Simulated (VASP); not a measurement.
BaTiO3:

```
CELL_PARAMETERS angstrom
4.00600 0.00000 0.00000
0.00000 4.00600 0.00000
0.00000 0.00000 4.00600
ATOMIC_POSITIONS crystal
Ba 0.50000 0.50000 0.50000
Ti 0.00000 0.00000 0.00000
O 0.00000 0.00000 0.50000
O 0.00000 0.50000 0.00000
O 0.50000 0.00000 0.00000
```

Base run:

```yaml
Program: VASP 6.6.1
Functional: PBEsol
Potentials_or_basis: VASP PAW PBE potentials, release 64 (Ba_sv, Ti_sv, O)
Cutoff: 520 eV
k_mesh: 7 × 7 × 7
Occupations: fermi-dirac, width 0.05 eV
Spin: no spin polarisation
Hubbard_terms: Ti d U = 1.0 eV
```

Its results: band gap on the k mesh 1.86 eV, indirect (least direct gap 1.96 eV); pressure -2.0 GPa.

Question: The run is repeated on the same cell with these changes: hubbard terms from Ti d U = 1.0 eV to Ti d U = 3.0 eV. What comes out?

Answer: Band gap on the k mesh 2.09 eV, indirect (least direct gap 2.21 eV); pressure -0.4 GPa.

Caveats: the PAW data sets were made with another functional, which shifts forces and pressure a little; spin-orbit coupling is left out, which moves the levels of the heavy elements.

A k mesh can miss the band edges.
